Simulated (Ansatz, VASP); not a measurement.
# TiO2: VASP beside Ansatz

```xyz
6
Lattice="-1.8850 1.8850 4.7756 1.8850 -1.8850 4.7756 1.8850 1.8850 -4.7756" Properties=species:S:1:pos:R:3 pbc="T T T"
Ti    0.0000    0.0000    0.0000
Ti    0.0000    1.8850    2.3878
O     0.0000    0.0000    1.9823
O     0.0000    1.8850    4.3701
O     0.0000    1.8850    0.4055
O     0.0000    0.0000    7.5688
```

Alike in both runs: functional PBEsol; k mesh 10 × 10 × 10; no spin polarisation.

Ansatz relaxed the structure, and its values are those at the end. VASP's run is a single point on that final structure, the one shown.

```csv
,VASP,Ansatz
version,VASP 6.6.1,Ansatz 0.2.0
potentials or method,"VASP PAW PBE potentials, release 64 (Ti_sv, O), cutoff 520 eV","plane waves, PAW"
occupations,"methfessel-paxton of order 1, width 0.1 eV",cold
valence electrons in the cell,48,48
```

VASP gave:

| Property | Result |
| --- | --- |
| pressure (GPa) | 0.7 |
| rms of the force components (eV/Å) | 0.009 |

Problem. What did Ansatz give for the same quantities?

Solution. Pressure (GPa): 0.0; rms of the force components (eV/Å): 0.000.

VASP's potentials were made for PBE, not for PBEsol.
